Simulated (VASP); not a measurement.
# WS2 (P1) in VASP: single point with PBE+D3(BJ)

Aim: the single point of WS2 with PBE+D3(BJ).

Everything below comes from runs of VASP 6.6.1. Logs are shortened: lines on timing, memory, paths and dates and some standing lists are left out, and cuts for length are marked.

## 1. The cell of the first run

The typed cell holds 9 atoms: a = 3.157 Å, b = 3.157 Å, c = 18.399 Å, α = 80.95°, β = 81.78°, γ = 60.00°.

## 2. Single point, PBE+D3(BJ) (the part above a cut slid along it)

INCAR reads:

```
  PREC = Accurate
  ENCUT = 520
  EDIFF = 1E-6
  ISMEAR = 0
  SIGMA = 0.05
  LREAL = False
  LASPH = True
  NELM = 100
  ALGO = Normal
  ISIF = 2
  LWAVE = False
  LCHARG = False
  GGA = PE
  IVDW = 12
  NBANDS = 49
```

KPOINTS reads:

```
regular mesh
0
Gamma
  10 10 2
```

POSCAR reads:

```
WS2
1.0
   -1.5785988150     -2.7342133524      0.0000000000
    1.5785988150     -2.7342133524      0.0000000000
    0.2630998025     -3.1899155778     18.1187268322
W S
3 6
Direct
    0.5833029790      0.4444039721      0.8333940419
    0.2499696457      0.2221817498      0.1667273752
    0.4166363124      0.3332928610      0.5000607086
    0.7065841749      0.6087788999      0.5868316502
   -0.1267491584     -0.2801099890      0.9201649835
    0.5399175082      0.4976677888      0.2534983168
    0.7933878460      0.7245171280      0.4132243079
   -0.0399454873     -0.1643717608      0.7465576413
    0.6267211794      0.6134060169      0.0798909746
```

Potentials or basis: VASP PAW PBE potentials, release 64 (W_sv, S).

Command:

```
$ cat potpaw_PBE.64/W_sv/POTCAR potpaw_PBE.64/S/POTCAR > POTCAR
$ mpirun -np 1 vasp_std > vasp.out
```

OUTCAR:

```text
PREC = Accurate
   ENCUT = 520
   EDIFF = 1E-6
   ISMEAR = 0
   LREAL = False
   LASPH = True
   NELM = 100
   ISIF = 2
   GGA = PE
   IVDW = 12
 IVDW          = 12

 ion  position               nearest neighbor table
   1  0.583  0.444  0.833-   5 2.41   5 2.41   5 2.41   8 2.41   8 2.41   8 2.41
   2  0.250  0.222  0.167-   6 2.41   6 2.41   6 2.41   9 2.41   9 2.41   9 2.41
   3  0.417  0.333  0.500-   4 2.41   4 2.41   4 2.41   7 2.41   7 2.41   7 2.41
   4  0.707  0.609  0.587-   3 2.41   3 2.41   3 2.41
   5  0.873  0.720  0.920-   1 2.41   1 2.41   1 2.41
   6  0.540  0.498  0.253-   2 2.41   2 2.41   2 2.41
   7  0.793  0.725  0.413-   3 2.41   3 2.41   3 2.41
   8  0.960  0.836  0.747-   1 2.41   1 2.41   1 2.41
   9  0.627  0.613  0.080-   2 2.41   2 2.41   2 2.41

  LATTYP: Found a triclinic cell.
 ALAT       =     3.1571976300
 B/A-ratio  =     1.0000000000
 C/A-ratio  =     5.7846637065
 COS(alpha) =     0.0144059080
 COS(beta)  =     0.1152472642
 COS(gamma) =     0.5000000000

  Lattice vectors:

 A1 = (  -1.5785988150,  -2.7342133524,   0.0000000000)
 A2 = (  -3.1571976300,   0.0000000000,   0.0000000000)
 A3 = (  -0.2630998025,  -2.2785111270, -18.1187268322)

Analysis of symmetry for initial positions (statically):
=====================================================================
 Subroutine PRICEL returns:
 Original cell was already a primitive cell.

 Routine SETGRP: Setting up the symmetry group for a
 triclinic supercell.

 Subroutine GETGRP returns: Found  1 space group operations
 (whereof  1 operations were pure point group operations)
 out of a pool of  2 trial point group operations.

The static configuration has the point symmetry C_1 .

Analysis of symmetry for dynamics (positions and initial velocities):
=====================================================================
 Subroutine PRICEL returns:
 Original cell was already a primitive cell.

 Routine SETGRP: Setting up the symmetry group for a
 triclinic supercell.

 Subroutine GETGRP returns: Found  1 space group operations
 (whereof  1 operations were pure point group operations)
 out of a pool of  2 trial point group operations.

The dynamic configuration has the point symmetry C_1 .

 Subroutine INISYM returns: Found  1 space group operations
 (whereof  1 operations are pure point group operations),
 and found     1 'primitive' translations

----------------------------------------------------------------------------------------

                                     Primitive cell

  volume of cell :     156.4090

  direct lattice vectors                    reciprocal lattice vectors
    -1.578598815 -2.734213352  0.000000000    -0.316736586 -0.182867953 -0.027595758
     1.578598815 -2.734213352  0.000000000     0.316736586 -0.182867953 -0.036794344
     0.263099802 -3.189915578 18.118726832     0.000000000  0.000000000  0.055191516

  length of vectors
     3.157197630  3.157197630 18.399267510     0.366775516  0.367582069  0.055191516

  position of ions in fractional coordinates (direct lattice)
     0.583302979  0.444403972  0.833394042
     0.249969646  0.222181750  0.166727375
     0.416636312  0.333292861  0.500060709
     0.706584175  0.608778900  0.586831650
     0.873250842  0.719890011  0.920164984
     0.539917508  0.497667789  0.253498317
     0.793387846  0.724517128  0.413224308
     0.960054513  0.835628239  0.746557641
     0.626721179  0.613406017  0.079890975

  ion indices of the primitive-cell ions
   primitive index   ion index
                 1           1
                 2           2
                 3           3
                 4           4
                 5           5
                 6           6
                 7           7
                 8           8
                 9           9

----------------------------------------------------------------------------------------

 KPOINTS: regular mesh

Automatic generation of k-mesh.
 Grid dimensions read from file:
 generate k-points for:   10   10    2

 Generating k-lattice:

  Cartesian coordinates                     Fractional coordinates (reciprocal lattice)
    -0.031673659 -0.018286795 -0.002759576     0.100000000 -0.000000000 -0.000000000
     0.031673659 -0.018286795 -0.003679434    -0.000000000  0.100000000 -0.000000000
     0.000000000  0.000000000  0.027595758     0.000000000  0.000000000  0.500000000

  Length of vectors
     0.036677552  0.036758207  0.027595758

  Shift w.r.t. Gamma in fractional coordinates (k-lattice)
     0.000000000  0.000000000  0.000000000

 Subroutine IBZKPT returns following result:
 ===========================================

 Found    104 irreducible k-points:

 Following reciprocal coordinates:
            Coordinates               Weight
  0.000000  0.000000  0.000000      1.000000
  0.100000  0.000000  0.000000      2.000000
  0.200000  0.000000  0.000000      2.000000
  0.300000  0.000000  0.000000      2.000000
  0.400000  0.000000  0.000000      2.000000
  0.500000  0.000000  0.000000      1.000000
[... 16 lines left out ...]
 -0.400000  0.200000  0.000000      2.000000
 -0.300000  0.200000  0.000000      2.000000
 [... further k-points ...]
   k-points           NKPTS =    104   k-points in BZ     NKDIM =    104   number of bands    NBANDS=     49
   number of dos      NEDOS =    301   number of ions     NIONS =      9
   total plane-waves  NPLWV =  80640
   dimension x,y,z NGX =    24 NGY =   24 NGZ =  140
   dimension x,y,z NGXF=    48 NGYF=   48 NGZF=  280
   ions per type =               3   6
   NGX,Y,Z   is equivalent  to a cutoff of  12.64, 12.64, 12.65 a.u.
   NGXF,Y,Z  is equivalent  to a cutoff of  25.27, 25.27, 25.30 a.u.
 SYSTEM =  unknown system
   PREC   = accura    normal or accurate (medium, high low for compatibility)
   ISTART =      0    job   : 0-new  1-cont  2-samecut
   ICHARG =      2    charge: 1-file 2-atom 10-const
   ISPIN  =      1    spin polarized calculation?
   LNONCOLLINEAR =      F non collinear calculations
   LSORBIT =      F    spin-orbit coupling
   LASPH  =      T    aspherical Exc in radial PAW
   ENCUT  =  520.0 eV  38.22 Ry    6.18 a.u.   5.87  5.87 34.21*2*pi/ulx,y,z
   NELM   =    100;   NELMIN=  2; NELMDL= -5     # of ELM steps
   EDIFF  = 0.1E-05   stopping-criterion for ELM
   LREAL  =      F    real-space projection
   EDIFFG = 0.1E-04   stopping-criterion for IOM
   NSW    =      0    number of steps for IOM
   IBRION =     -1    ionic relax: 0-MD 1-quasi-New 2-CG
   NFREE  =      0    steps in history (QN), initial steepest desc. (CG)
   ISIF   =      2    stress and relaxation
   ISYM   =      2    0-nonsym 1-usesym 2-fastsym
   POTIM  = 0.5000    time-step for ionic-motion
   TEBEG  =    0.0;   TEEND  =   0.0 temperature during run
   PSTRESS=    0.0 pullay stress
   NELECT =      78.0000    total number of electrons
   NUPDOWN=      -1.0000    fix difference up-down
   EMIN   =  10.00;   EMAX   =-10.00  energy-range for DOS
   EFERMI =   0.00;   METHOD = LEGACY
   ISMEAR =     0;   SIGMA  =   0.05  broadening in eV -4-tet -1-fermi 0-gaus
   EFERMI_NEDOS =   21; number of points for ismear=-14 and -15
   IALGO  =     38    algorithm
   IMIX   =      4    mixing-type and parameters
     AMIX     =   0.40;   BMIX     =  1.00
     AMIX_MAG =   1.60;   BMIX_MAG =  1.00
  volume/ion in A,a.u.               =      17.38       117.28
  Fermi-wavevector in a.u.,A,eV,Ry     =   1.298232  2.453303 22.931356  1.685407
  Thomas-Fermi vector in A             =   2.429574
   LORBIT       =      0    0 simple, 1 ext, 2 COOP (PROOUT), +10 PAW based schemes
   GGA     = PE    functional components
   LHFCALC =     F    Hartree Fock is set to
   AEXX    =    0.0000 exact exchange contribution
   IVDW    =    12    specifies the selected vdW correction
   LEPSILON=     F    determine dielectric tensor
   LRPA    =     F    only Hartree local field effects (RPA)
 non-spin polarized calculation
 Gauss-broadening in eV      SIGMA  =   0.05
  energy-cutoff  :      520.00
  volume of cell :      156.41
 maximum number of plane-waves:      4233
   NGX = 11   NGY = 11   NGZ = 69

 number of electron      77.9999998 magnetization

 Free energy of the ion-electron system (eV)
  ---------------------------------------------------
  ext. energy  EPLUGINS =         0.00000000
  ---------------------------------------------------
  free energy    TOTEN  =       -70.55949433 eV

  energy without entropy =      -70.55949433  energy(sigma->0) =      -70.55949433

 E-fermi :   8.2289     XC(G=0): -11.0881

 val. band max:        7.9237480911   @ k =   0.0000   0.0000   0.5000
 cond. band min:       8.7778043779   @ k =  -0.2000   0.2000   0.0000
 fundamental gap:      0.8540562868
 Fermi energy:         8.2289379288

 k-point     1 :       0.0000    0.0000    0.0000
  band No.  band energies     occupation
      1     -66.8874      2.00000
      2     -66.8526      2.00000
      3     -66.8364      2.00000
      4     -31.1511      2.00000
      5     -31.1109      2.00000
      6     -31.0998      2.00000
[... 41 lines left out ...]
     48      10.2426      0.00000
     49      10.2690      0.00000

 k-point     2 :       0.1000    0.0000    0.0000
  band No.  band energies     occupation
      1     -66.8856      2.00000
      2     -66.8508      2.00000
      3     -66.8346      2.00000
      4     -31.1447      2.00000
      5     -31.1045      2.00000
      6     -31.0934      2.00000
[... 41 lines left out ...]
     48      10.1527      0.00000
     49      10.3227      0.00000

 k-point     3 :       0.2000    0.0000    0.0000
  band No.  band energies     occupation
      1     -66.8809      2.00000
      2     -66.8461      2.00000
      3     -66.8299      2.00000
      4     -31.1282      2.00000
      5     -31.0911      2.00000
      6     -31.0878      2.00000
[... 1081 lines left out ...]
     48      11.2093      0.00000
     49      11.9394      0.00000

 k-point    24 :      -0.3000    0.2000    0.0000
  band No.  band energies     occupation
      1     -66.8686      2.00000
      2     -66.8338      2.00000
      3     -66.8177      2.00000
      4     -31.2670      2.00000
      5     -31.2356      2.00000
      6     -31.2179      2.00000
[... 41 lines left out ...]
     48      10.9619      0.00000
     49      12.0160      0.00000

 [... further k-points ...]

------------------------ aborting loop because EDIFF is reached ----------------------------------------

 Edisp (eV)   -3.92944

 E8    (eV) :    -1.6515

  FORCE on cell =-STRESS in cart. coord.  units (eV):
  Direction    XX          YY          ZZ          XY          YZ          ZX
  --------------------------------------------------------------------------------------
  -------------------------------------------------------------------------------------
  Total      -0.06827    -0.00058     2.03160     0.06019     0.64806     0.37543
  in kB      -0.69935    -0.00593    20.81067     0.61658     6.63841     3.84568
  external pressure =        6.70 kB  Pullay stress =        0.00 kB

 VOLUME and BASIS-vectors are now :
 -----------------------------------------------------------------------------
  energy-cutoff  :      520.00
  volume of cell :      156.41
      direct lattice vectors                 reciprocal lattice vectors
    -1.578598815 -2.734213352  0.000000000    -0.316736586 -0.182867953 -0.027595758
     1.578598815 -2.734213352  0.000000000     0.316736586 -0.182867953 -0.036794344
     0.263099802 -3.189915578 18.118726832     0.000000000  0.000000000  0.055191516

 POSITION                                       TOTAL-FORCE (eV/Angst)
 -----------------------------------------------------------------------------------
      0.00000     -5.46843     15.10004        -0.015055     -0.028850     -0.084170
     -0.00000     -1.82281      3.02089         0.016906      0.026549      0.065182
      0.00000     -3.64562      9.06046         0.000062      0.000088      0.003288
      0.00000     -5.46843     10.63264         0.000028      0.000018     -0.001535
     -0.00000     -7.29124     16.67222        -0.097735     -0.170956     -0.513399
      0.00000     -3.64562      4.59307        -0.002770     -0.000042      0.015733
     -0.00000     -5.46843      7.48710        -0.000024      0.000046     -0.001896
      0.00000     -7.29124     13.52667        -0.001228      0.002464     -0.011713
     -0.00000     -3.64562      1.44752         0.099817      0.170685      0.528511
 -----------------------------------------------------------------------------------
    total drift:                                0.000186      0.000186      0.000008

  FREE ENERGIE OF THE ION-ELECTRON SYSTEM (eV)
  ---------------------------------------------------
  free  energy   TOTEN  =       -74.4889391750 eV

  energy  without entropy=      -74.4889391750  energy(sigma->0) =      -74.48893918
```

Wall time 18 min (1 thread of Oxide Virtual Turin-like, shared host); peak memory 0.64 GiB.

What came out:

| Item | Value |
| --- | --- |
| Free energy | -74.4889 eV |
| Pressure | 0.7 GPa |
| Largest force | 0.564 eV/Å |
| Band gap on the k mesh | 0.85 eV (least direct gap 2.01 eV) |
| Dispersion energy per atom | -0.437 eV |

Forces in eV/Å, atoms in the order of the input:
```
W   -0.015 -0.029 -0.084
W    0.017  0.027  0.065
W    0.000  0.000  0.003
S    0.000  0.000 -0.002
S   -0.098 -0.171 -0.513
S   -0.003  0.000  0.016
S    0.000  0.000 -0.002
S   -0.001  0.002 -0.012
S    0.100  0.171  0.529
```

Stress tensor (GPa, compression positive):
```
-0.07  0.06  0.38
 0.06  0.00  0.66
 0.38  0.66  2.08
```

Caveat: the cell differs from its parent crystal (the part above a cut slid along it); spin-orbit coupling is left out, which moves the levels of the heavy elements. A k mesh can miss the band edges.
